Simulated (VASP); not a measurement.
# H in VASP: notebook

The runs below take H through single point, with PBE+D3(BJ).

Program: VASP 6.6.1. These are calculated values, not measurements. Logs are shortened: lines on timing, memory, paths and dates and some standing lists are left out, and cuts for length are marked.

## Step 1: The cell of the first run

The cell holds an amorphous packing of atoms, 16 atoms: a = 6.214 Å, b = 6.214 Å, c = 6.214 Å, α = 90.00°, β = 90.00°, γ = 90.00°.

## Step 2: Single point, PBE+D3(BJ)

INCAR reads:

```
SYSTEM = H
ALGO = Normal
EDIFF = 1E-6
ENCUT = 400
GGA = PE
GGA_COMPAT = .FALSE.
ISIF = 2
ISMEAR = -1
IVDW = 12
LASPH = .TRUE.
LCHARG = .FALSE.
LREAL = .FALSE.
LWAVE = .FALSE.
NBANDS = 22
NELM = 120
PREC = Accurate
SIGMA = 0.05
```

KPOINTS reads:

```
k-points
0
G
  1 1 1
  0 0 0
```

POSCAR reads:

```
H
1.0
    6.2144650000      0.0000000000      0.0000000000
    0.0000000000      6.2144650000      0.0000000000
    0.0000000000      0.0000000000      6.2144650000
H
16
Direct
    0.5903645768      0.9647652694      0.3417349683
    0.6367402504      0.9587792352      0.2379770423
    0.9541287947      0.6321702673      0.3206068423
    0.9116311702      0.5213642687      0.3444866131
    0.6208579500      0.4047331508      1.0418756884
    0.5647308336      0.3331903873      1.1194527606
    0.0631269144      0.2566592619      0.0283371135
    0.1386603674      0.2258762420     -0.0575270759
    0.3215723316      0.1802085940      0.2951179225
    0.2897594564      0.1359087226      0.4109283744
    0.1214907478      0.8610234348     -0.0402126329
    0.1273480501      0.8364356385     -0.1562483657
   -0.0811011085      1.0315449520      0.6046377283
   -0.0392471436      1.1447003081      0.5816912638
    0.4279853535      0.4724783228      0.6691485108
    0.3816579545      0.5268192837      0.5814981660
```

Potentials or basis: VASP PAW PBE potentials, release 64 (H).

The run is started by

```
$ cat potpaw_PBE.64/H/POTCAR > POTCAR
$ mpirun -np 1 vasp_gam > vasp.out
```

OUTCAR:

```text
SYSTEM = H
   EDIFF = 1E-6
   ENCUT = 400
   GGA = PE
   ISIF = 2
   ISMEAR = -1
   IVDW = 12
   LASPH = .TRUE.
   LREAL = .FALSE.
   NELM = 120
   PREC = Accurate
 IVDW          = 12

 ion  position               nearest neighbor table
   1  0.590  0.965  0.342-   2 0.71
   2  0.637  0.959  0.238-   1 0.71
   3  0.954  0.632  0.321-   4 0.75
   4  0.912  0.521  0.344-   3 0.75
   5  0.621  0.405  0.042-   6 0.74
   6  0.565  0.333  0.119-   5 0.74
[... 8 lines left out ...]
  15  0.428  0.472  0.669-  16 0.70
  16  0.382  0.527  0.581-  15 0.70

  LATTYP: Found a simple cubic cell.
 ALAT       =     6.2144650000

  Lattice vectors:

 A1 = (   6.2144650000,   0.0000000000,   0.0000000000)
 A2 = (   0.0000000000,   6.2144650000,   0.0000000000)
 A3 = (   0.0000000000,   0.0000000000,   6.2144650000)

Analysis of symmetry for initial positions (statically):
=====================================================================
 Subroutine PRICEL returns:
 Original cell was already a primitive cell.

 Routine SETGRP: Setting up the symmetry group for a
 simple cubic supercell.

 Subroutine GETGRP returns: Found  1 space group operations
 (whereof  1 operations were pure point group operations)
 out of a pool of 48 trial point group operations.

The static configuration has the point symmetry C_1 .

Analysis of symmetry for dynamics (positions and initial velocities):
=====================================================================
 Subroutine PRICEL returns:
 Original cell was already a primitive cell.

 Routine SETGRP: Setting up the symmetry group for a
 simple cubic supercell.

 Subroutine GETGRP returns: Found  1 space group operations
 (whereof  1 operations were pure point group operations)
 out of a pool of 48 trial point group operations.

The dynamic configuration has the point symmetry C_1 .

 Subroutine INISYM returns: Found  1 space group operations
 (whereof  1 operations are pure point group operations),
 and found     1 'primitive' translations

----------------------------------------------------------------------------------------

                                     Primitive cell

  volume of cell :     240.0000

  direct lattice vectors                    reciprocal lattice vectors
     6.214465000  0.000000000  0.000000000     0.160914898  0.000000000  0.000000000
     0.000000000  6.214465000  0.000000000     0.000000000  0.160914898  0.000000000
     0.000000000  0.000000000  6.214465000     0.000000000  0.000000000  0.160914898

  length of vectors
     6.214465000  6.214465000  6.214465000     0.160914898  0.160914898  0.160914898

  position of ions in fractional coordinates (direct lattice)
     0.590364577  0.964765269  0.341734968
     0.636740250  0.958779235  0.237977042
     0.954128795  0.632170267  0.320606842
     0.911631170  0.521364269  0.344486613
     0.620857950  0.404733151  0.041875688
     0.564730834  0.333190387  0.119452761
[... 8 lines left out ...]
     0.427985353  0.472478323  0.669148511
     0.381657954  0.526819284  0.581498166

  ion indices of the primitive-cell ions
   primitive index   ion index
                 1           1
                 2           2
                 3           3
                 4           4
                 5           5
                 6           6
[... 8 lines left out ...]
                15          15
                16          16

----------------------------------------------------------------------------------------

 KPOINTS: k-points

Automatic generation of k-mesh.
 Grid dimensions read from file:
 generate k-points for:    1    1    1

 Generating k-lattice:

  Cartesian coordinates                     Fractional coordinates (reciprocal lattice)
     0.160914898  0.000000000  0.000000000     1.000000000  0.000000000  0.000000000
     0.000000000  0.160914898  0.000000000     0.000000000  1.000000000  0.000000000
     0.000000000  0.000000000  0.160914898     0.000000000  0.000000000  1.000000000

  Length of vectors
     0.160914898  0.160914898  0.160914898

  Shift w.r.t. Gamma in fractional coordinates (k-lattice)
     0.000000000  0.000000000  0.000000000

 Subroutine IBZKPT returns following result:
 ===========================================

 Found      1 irreducible k-points:

 Following reciprocal coordinates:
            Coordinates               Weight
  0.000000  0.000000  0.000000      1.000000
   k-points           NKPTS =      1   k-points in BZ     NKDIM =      1   number of bands    NBANDS=     22
   number of dos      NEDOS =    301   number of ions     NIONS =     16
   total plane-waves  NPLWV =  74088
   dimension x,y,z NGX =    42 NGY =   42 NGZ =   42
   dimension x,y,z NGXF=    84 NGYF=   84 NGZF=   84
   ions per type =              16
   NGX,Y,Z   is equivalent  to a cutoff of  11.24, 11.24, 11.24 a.u.
   NGXF,Y,Z  is equivalent  to a cutoff of  22.47, 22.47, 22.47 a.u.
 SYSTEM =  H
   PREC   = accura    normal or accurate (medium, high low for compatibility)
   ISTART =      0    job   : 0-new  1-cont  2-samecut
   ICHARG =      2    charge: 1-file 2-atom 10-const
   ISPIN  =      1    spin polarized calculation?
   LNONCOLLINEAR =      F non collinear calculations
   LSORBIT =      F    spin-orbit coupling
   LASPH  =      T    aspherical Exc in radial PAW
   ENCUT  =  400.0 eV  29.40 Ry    5.42 a.u.  10.13 10.13 10.13*2*pi/ulx,y,z
   NELM   =    120;   NELMIN=  2; NELMDL= -5     # of ELM steps
   EDIFF  = 0.1E-05   stopping-criterion for ELM
   LREAL  =      F    real-space projection
   EDIFFG = 0.1E-04   stopping-criterion for IOM
   NSW    =      0    number of steps for IOM
   IBRION =     -1    ionic relax: 0-MD 1-quasi-New 2-CG
   NFREE  =      0    steps in history (QN), initial steepest desc. (CG)
   ISIF   =      2    stress and relaxation
   ISYM   =      2    0-nonsym 1-usesym 2-fastsym
   POTIM  = 0.5000    time-step for ionic-motion
   TEBEG  =    0.0;   TEEND  =   0.0 temperature during run
   PSTRESS=    0.0 pullay stress
   NELECT =      16.0000    total number of electrons
   NUPDOWN=      -1.0000    fix difference up-down
   EMIN   =  10.00;   EMAX   =-10.00  energy-range for DOS
   EFERMI =   0.00;   METHOD = LEGACY
   ISMEAR =    -1;   SIGMA  =   0.05  broadening in eV -4-tet -1-fermi 0-gaus
   EFERMI_NEDOS =   21; number of points for ismear=-14 and -15
   IALGO  =     38    algorithm
   IMIX   =      4    mixing-type and parameters
     AMIX     =   0.40;   BMIX     =  1.00
     AMIX_MAG =   1.60;   BMIX_MAG =  1.00
  volume/ion in A,a.u.               =      15.00       101.22
  Fermi-wavevector in a.u.,A,eV,Ry     =   0.663811  1.254421  5.995339  0.440645
  Thomas-Fermi vector in A             =   1.737305
   LORBIT       =      0    0 simple, 1 ext, 2 COOP (PROOUT), +10 PAW based schemes
   GGA     = PE    functional components
   LHFCALC =     F    Hartree Fock is set to
   AEXX    =    0.0000 exact exchange contribution
   IVDW    =    12    specifies the selected vdW correction
   LEPSILON=     F    determine dielectric tensor
   LRPA    =     F    only Hartree local field effects (RPA)
 non-spin polarized calculation
  energy-cutoff  :      400.00
  volume of cell :      240.00
 maximum number of plane-waves:      2193
 NGX is ok and might be reduce to    42
   NGX = 21   NGY = 21   NGZ = 21

 number of electron      16.0000001 magnetization

 Free energy of the ion-electron system (eV)
  ---------------------------------------------------
  ext. energy  EPLUGINS =         0.00000000
  ---------------------------------------------------
  free energy    TOTEN  =       -53.74135946 eV

  energy without entropy =      -53.74135946  energy(sigma->0) =      -53.74135946

 E-fermi :  -7.1814     XC(G=0):  -4.6361

 val. band max:       -8.3702652538   @ k =   0.0000   0.0000   0.0000
 cond. band min:       0.9426284043   @ k =   0.0000   0.0000   0.0000
 fundamental gap:      9.3128936581
 Fermi energy:        -7.1813719345

 k-point     1 :       0.0000    0.0000    0.0000
  band No.  band energies     occupation
      1     -10.7041      2.00000
      2      -9.7006      2.00000
      3      -9.4845      2.00000
      4      -9.2486      2.00000
      5      -9.1807      2.00000
      6      -8.8779      2.00000
[... 12 lines left out ...]
     19       3.9608      0.00000
     20       4.1692      0.00000
 [bands above 20 left out]

------------------------ aborting loop because EDIFF is reached ----------------------------------------

 Edisp (eV)   -0.23825

 E8    (eV) :    -0.0421

  FORCE on cell =-STRESS in cart. coord.  units (eV):
  Direction    XX          YY          ZZ          XY          YZ          ZX
  --------------------------------------------------------------------------------------
  -------------------------------------------------------------------------------------
  Total       0.34557    -0.02677     0.92287    -0.81741     0.16110     0.16098
  in kB       2.30692    -0.17874     6.16085    -5.45681     1.07544     1.07465
  external pressure =        2.76 kB  Pullay stress =        0.00 kB

 VOLUME and BASIS-vectors are now :
 -----------------------------------------------------------------------------
  energy-cutoff  :      400.00
  volume of cell :      240.00
      direct lattice vectors                 reciprocal lattice vectors
     6.214465000  0.000000000  0.000000000     0.160914898  0.000000000  0.000000000
     0.000000000  6.214465000  0.000000000     0.000000000  0.160914898  0.000000000
     0.000000000  0.000000000  6.214465000     0.000000000  0.000000000  0.160914898

 POSITION                                       TOTAL-FORCE (eV/Angst)
 -----------------------------------------------------------------------------------
      3.66880      5.99550      2.12370        -0.545573     -0.002861      1.444276
      3.95700      5.95830      1.47890         0.777222     -0.193159     -1.485953
      5.92940      3.92860      1.99240        -0.010526     -0.060612      0.000239
      5.66530      3.24000      2.14080         0.030997      0.064125     -0.022666
      3.85830      2.51520      0.26023         0.116648      0.153099     -0.168542
      3.50950      2.07060      0.74233        -0.081969     -0.116167      0.121217
[... 8 lines left out ...]
      2.65970      2.93620      4.15840         0.773992     -0.886061      1.498272
      2.37180      3.27390      3.61370        -0.780788      0.922960     -1.452696
 -----------------------------------------------------------------------------------
    total drift:                               -0.000064     -0.000235      0.000353

  FREE ENERGIE OF THE ION-ELECTRON SYSTEM (eV)
  ---------------------------------------------------
  free  energy   TOTEN  =       -53.9796140092 eV

  energy  without entropy=      -53.9796140091  energy(sigma->0) =      -53.97961401
```

It took 13 s on 1 thread of AMD EPYC 9R45 (Zen 5), shared host; peak memory 0.2 GiB.

Results:

```
Free energy                : -53.9796 eV
Pressure                   : 0.3 GPa
Largest force              : 1.905 eV/Å
Band gap on the k mesh     : 9.31 eV
Dispersion energy per atom : -0.015 eV
```

Forces on the atoms (eV/Å):
```
H   -0.546 -0.003  1.444
H    0.777 -0.193 -1.486
H   -0.011 -0.061  0.000
H    0.031  0.064 -0.023
H    0.117  0.153 -0.169
H   -0.082 -0.116  0.121
H   -0.259  0.184  0.284
H    0.210 -0.025 -0.279
H   -0.451 -0.421  1.248
H    0.220  0.529 -1.187
H    0.007 -0.004  0.381
H    0.046 -0.173 -0.371
H    0.111  0.413 -0.088
H   -0.163 -0.385  0.077
H    0.774 -0.886  1.498
H   -0.781  0.923 -1.453
```

Caveat: the k points lie up to 1.01 Å⁻¹ apart.

## Step 3: Single point, PBE+D3(BJ)

INCAR reads:

```
  PREC = Accurate
  ENCUT = 400
  EDIFF = 1E-6
  ISMEAR = -1
  SIGMA = 0.05
  LREAL = False
  LASPH = True
  NELM = 120
  ALGO = Normal
  ISIF = 2
  LWAVE = False
  LCHARG = True
  GGA = PE
  IVDW = 12
  LELF = True
  LVHAR = True
  NBANDS = 22
  GGA_COMPAT = False
```

KPOINTS reads:

```
Automatic mesh
0
Gamma
  1 1 1
```

POSCAR reads:

```
H
1.0
    6.2144650000      0.0000000000      0.0000000000
    0.0000000000      6.2144650000      0.0000000000
    0.0000000000      0.0000000000      6.2144650000
H
16
Direct
    0.5785534233      0.8296611213      0.2462480680
    0.6678451001      0.8905995930      0.2814401562
    0.9303455728      0.6780953791      0.3566839623
    1.0286645753      0.6387034121      0.2995913566
    0.6191361606      0.3599022603      0.9713788717
    0.6061986028      0.2827918413      1.0590131250
    0.0767242232      0.2669095409     -0.0632073718
    0.1953024114      0.2628062110     -0.0919467726
    0.2284991548      0.2464089829      0.4252176173
    0.3208643061      0.2562087002      0.3396430747
    0.3955770931      0.7621412302      0.0045217086
    0.3202850125      0.7468060404     -0.0840619426
   -0.1970724753      1.0827802554      0.6635808553
   -0.2374942976      0.9777511017      0.7120001480
    0.2240900866      0.6397815419      0.5672732890
    0.2722036410      0.5653101273      0.6361448652
```

Potentials or basis: VASP PAW PBE potentials, release 64 (H).

The run is started by

```
$ cat potpaw_PBE.64/H/POTCAR > POTCAR
$ mpirun -np 1 vasp_gam > vasp.out
```

It took 15 s on 1 thread of AMD EPYC 9R45 (Zen 5), shared host; peak memory 0.2 GiB.

It converged, with:

* Free energy: -53.9585 eV
* Pressure: 0.4 GPa
* Largest force: 2.071 eV/Å
* Band gap on the k mesh: 9.22 eV
* Dispersion energy per atom: -0.015 eV

Forces in eV/Å, atoms in the order of the input:
```
H   -1.306 -0.842 -0.449
H    1.270  0.936  0.540
H   -0.039 -0.007 -0.043
H    0.001 -0.042 -0.117
H    0.079  0.472 -0.494
H   -0.059 -0.434  0.523
H    0.340 -0.017 -0.099
H   -0.390  0.006  0.076
H    0.801  0.042 -0.763
H   -0.770 -0.134  0.712
H    0.442  0.114  0.551
H   -0.487 -0.073 -0.513
H   -0.099 -0.310  0.133
H    0.114  0.293 -0.151
H   -0.824  1.342 -1.176
H    0.927 -1.347  1.270
```

Stress tensor (GPa, compression positive):
```
 0.28 -0.03  1.31
-0.03  0.32 -0.08
 1.31 -0.08  0.71
```

Levels at points of the mesh, in eV from the valence-band top:
| k point | band 6 | band 7 | band 8 | band 9 | band 10 | band 11 |
| --- | --- | --- | --- | --- | --- | --- |
| (0.00, 0.00, 0.00) | -0.54 | -0.41 | 0.00 | 9.22 | 9.44 | 9.57 |

Caveat: the k points lie up to 1.01 Å⁻¹ apart.

(Continued in part 2 of 2.)
